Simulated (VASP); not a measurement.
## Ta2N: single point with PBEsol

The system is Ta2N.

```
Ta N
1.0
     5.26410    0.00000    0.00000
    -2.63205    4.55884    0.00000
     0.00000    0.00000    4.98629
Ta N
6 3
Direct
  0.66680 0.66680 0.75279
  0.00000 0.33320 0.75279
  0.33320 0.00000 0.75279
  0.33320 0.33320 0.24721
  0.00000 0.66680 0.24721
  0.66680 0.00000 0.24721
  0.66667 0.33333 0.50000
  0.33333 0.66667 0.50000
  0.00000 0.00000 0.00000
```

This cell differs from its parent crystal: strain +0.000 along x and y, +0.015 along z.

* Program: VASP 6.6.1
* Task: single point
* Functional: PBEsol
* Potentials or basis: VASP PAW PBE potentials, release 64 (Ta_pv, N)
* Cutoff: 520 eV
* k mesh: 12 × 12 × 8
* Occupations: gaussian, width 0.15 eV
* Spin: no spin polarisation

* Pressure: -3.9 GPa
* Largest force: 0.017 eV/Å
* Band gap on the k mesh: zero (an odd number of electrons rules out a gap without spin polarisation)

Forces on the atoms (eV/Å):
```
Ta  -0.008 -0.014  0.002
Ta  -0.008  0.014  0.002
Ta   0.017  0.000  0.002
Ta   0.008  0.014 -0.002
Ta   0.008 -0.014 -0.002
Ta  -0.017  0.000 -0.002
N    0.000  0.000  0.000
N    0.000  0.000  0.000
N    0.000  0.000  0.000
```

Stress tensor (GPa, compression positive):
```
-2.61  0.00  0.00
 0.00 -2.61  0.00
 0.00  0.00 -6.63
```

Levels at points of the mesh, in eV from the Fermi level:
| k point | band 38 | band 39 | band 40 | band 41 | band 42 | band 43 | band 44 | band 45 |
| --- | --- | --- | --- | --- | --- | --- | --- | --- |
| (0.00, 0.00, 0.00) | -0.94 | -0.45 | -0.45 | -0.43 | -0.11 | -0.11 | 0.82 | 0.82 |
| (0.50, 0.00, 0.00) | -1.94 | -1.40 | 0.33 | 0.62 | 0.82 | 0.88 | 1.91 | 2.19 |
| (0.00, 0.00, 0.50) | -1.72 | -1.34 | -1.34 | -1.04 | 0.66 | 0.66 | 0.79 | 2.11 |
| (0.50, 0.00, 0.50) | -1.28 | -1.23 | -0.77 | -0.04 | 0.17 | 0.19 | 0.68 | 1.03 |

Wall time 15 min on 1 thread of Intel Xeon 8259CL, with other jobs on the host, peak memory 0.64 GiB.

Caveat: the cell differs from its parent crystal (strain +0.000 along x and y, +0.015 along z); the cell stands under tension; the PAW data sets were made with another functional, which shifts forces and pressure a little; spin-orbit coupling is left out, which moves the levels of the heavy elements.
